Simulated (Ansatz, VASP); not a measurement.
# Ge: VASP beside Ansatz

The input INCAR:

```
ALGO     = Normal         # electronic algorithm
EDIFF    = 1E-6           # SCF threshold, eV
ENCUT    = 520            # plane-wave cutoff, eV
GGA      = PS             # functional
ISIF     = 2              # what is computed and relaxed
ISMEAR   = 0              # smearing method
LASPH    = T              # aspherical terms in the spheres
LCHARG   = F              # write CHGCAR
LREAL    = F              # projectors in reciprocal space
LWAVE    = F              # write WAVECAR
NBANDS   = 21             # bands
NELM     = 100            # most SCF steps
PREC     = Accurate       # precision mode
SIGMA    = 0.15           # smearing width, eV
```

The input KPOINTS:

```
k-points
0
Gamma
  14 14 14
```

File POSCAR:

```
Ge
1.0
    0.0000000000      2.7580507500      2.8287700000
    2.7580507500      0.0000000000      2.8287700000
    2.7580507500      2.7580507500      0.0000000000
Ge
2
Direct
    0.5000000000      0.5000000000      0.5000000000
    0.7500000000      0.7500000000      0.7500000000
```

Input for Ansatz:

```yaml
crystal:
  lattice:
    - [0.0, 2.75805075, 2.82877]
    - [2.75805075, 0.0, 2.82877]
    - [2.75805075, 2.75805075, 0.0]
  atoms:
    - { symbol: Ge, position: [0.5, 0.5, 0.5] }
    - { symbol: Ge, position: [0.75, 0.75, 0.75] }
basis:
  ecutwfc: 420
kpoints:
  mp_grid: { grid: [14, 14, 14] }
hamiltonian:
  xc: pbesol
scf:
  occupations: { method: gaussian, width: 0.15 }
output:
  forces: true
  stress: true
  eigenvalues: true
```

Change from the starting cell: strain -0.025 along x and y, +0.000 along z, atoms carried along.

Alike in both runs: task single point; functional PBEsol; k mesh 14 × 14 × 14; occupations gaussian, width 0.15 eV; no spin polarisation.

|  | VASP | Ansatz |
| --- | --- | --- |
| version | VASP 6.6.1 | Ansatz 0.2.0 |
| potentials or method | VASP PAW PBE potentials, release 64 (Ge_d), cutoff 520 eV | scalar-relativistic, plane waves, PAW |
| valence electrons in the cell | 28 | 28 |

```tsv
	VASP	Ansatz	Ansatz less VASP
gap on the k mesh at the Fermi level (eV)	0.20	0.19	-0.007
least direct gap on the mesh (eV)	0.39	0.38	-0.013
pressure (GPa)	4.6	4.7	+0.11
traceless stress, the component that is largest in VASP (GPa)	-1.32	-1.31	+0.008
```

VASP's potentials were made for PBE, not for PBEsol.
